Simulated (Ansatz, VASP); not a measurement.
## InSe in VASP and in Ansatz

The input INCAR:

```
PREC = Accurate ; ENCUT = 520
EDIFF = 1E-6 ; ISMEAR = 0
SIGMA = 0.01 ; LREAL = False
LASPH = True ; NELM = 100
ALGO = Normal ; ISIF = 2
LWAVE = False ; LCHARG = False
GGA = B5 ; ALDAX = 1.0
AGGAX = 1.0 ; AGGAC = 1.0
ALDAC = 0.0 ; NBANDS = 27
```

File KPOINTS:

```
Automatic mesh
0
Gamma
  6 6 6
```

POSCAR

```
InSe
1.0
    2.0000000000      1.1547010000      8.4400000000
   -2.0000000000      1.1547010000      8.4400000000
    0.0000000000     -2.3094010000      8.4400000000
In Se
2 2
Direct
    0.0000000000      0.0000000000      0.0000000000
    0.1114000000      0.1114000000      0.1114000000
    0.6165000000      0.6165000000      0.6165000000
    0.8281000000      0.8281000000      0.8281000000
```

Input for Ansatz:

```yaml
crystal:
  lattice:
    - [2.0, 1.154701, 8.44]
    - [-2.0, 1.154701, 8.44]
    - [0.0, -2.309401, 8.44]
  atoms:
    - { symbol: In, position: [0.0, 0.0, 0.0] }
    - { symbol: In, position: [0.1114, 0.1114, 0.1114] }
    - { symbol: Se, position: [0.6165, 0.6165, 0.6165] }
    - { symbol: Se, position: [0.8281, 0.8281, 0.8281] }
basis:
  ecutwfc: 420.0
kpoints:
  mp_grid:
    grid: [6, 6, 6]
    shift: [0.0, 0.0, 0.0]
hamiltonian:
  xc: blyp
scf:
  occupations:
    method: fixed
output:
  stress: true
```

Alike in both runs: task single point; functional BLYP; k mesh 6 × 6 × 6; no spin polarisation.

|  | VASP | Ansatz |
| --- | --- | --- |
| version | VASP 6.6.1 | Ansatz 0.2.0 |
| potentials or method | VASP PAW PBE potentials, release 64 (In_d, Se), cutoff 520 eV | plane waves, PAW |
| occupations | gaussian, width 0.01 eV | fixed |
| valence electrons in the cell | 38 | 58 |

|  | VASP | Ansatz | Ansatz less VASP |
| --- | --- | --- | --- |
| pressure (GPa) | 5.8 | 5.7 | -0.15 |
| traceless stress, the component that is largest in VASP (GPa) | -1.51 | -1.50 | +0.008 |

VASP's potentials were made for PBE, not for BLYP. VASP's potentials hold 38 valence electrons a cell and Ansatz's 58, so a difference there can come from the potentials and not from the codes.
